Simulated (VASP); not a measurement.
Here is a VASP 6.6.1 calculation.

File INCAR:

```
SYSTEM = Ge6Cl
ALGO = Normal ; DIPOL = 0.5 0.5 0.333
EDIFF = 1E-7 ; ENCUT = 520
GGA = PE ; IDIPOL = 3
ISIF = 2 ; ISMEAR = 0
LASPH = .True. ; LCHARG = .False.
LDIPOL = .True. ; LREAL = .False.
LWAVE = .False. ; NBANDS = 54
NELM = 100 ; PREC = Accurate
SIGMA = 0.1
```

The input KPOINTS:

```
k-points
0
Gamma
  7 5 1
  0 0 0
```

POSCAR

```
Ge6Cl
1.0
    4.0740542216      0.0000000000      0.0000000000
    0.0000000000      5.7615827340      0.0000000000
    0.0000000000      0.0000000000     19.5242196567
Ge Cl
6 1
Direct
    0.5000000000      0.0000000000      0.2048737450
    0.0000000000      0.2500000000      0.2048737450
    0.0000000000      0.5005156580      0.3087424243
    0.5000000000      0.7494843420      0.3087424243
    0.5000000000      0.0069199668      0.4109879830
    0.0000000000      0.2430800332      0.4109879830
    0.5000000000      0.5069199668      0.4813309698
```

Potentials or basis: VASP PAW PBE potentials, release 64 (Ge_d, Cl).

Run with:

```bash
$ cat potpaw_PBE.64/Ge_d/POTCAR potpaw_PBE.64/Cl/POTCAR > POTCAR
$ mpirun -np 1 vasp_std > vasp.out
```

Q: Estimate the largest force.

A: 0.814 eV/Å.

Q: Estimate the band gap on the k mesh.

A: Zero (an odd number of electrons rules out a gap without spin polarisation).

Forces in eV/Å, atoms in the order of the input:
```
Ge   0.000  0.324  0.112
Ge   0.000 -0.180 -0.158
Ge   0.000 -0.171 -0.267
Ge   0.000  0.127  0.098
Ge   0.000 -0.808 -0.098
Ge   0.000  0.497  0.307
Cl   0.000  0.212  0.006
```

Caveat: an odd number of electrons without spin polarisation forces a metal; a magnetic or distorted state may lie lower.
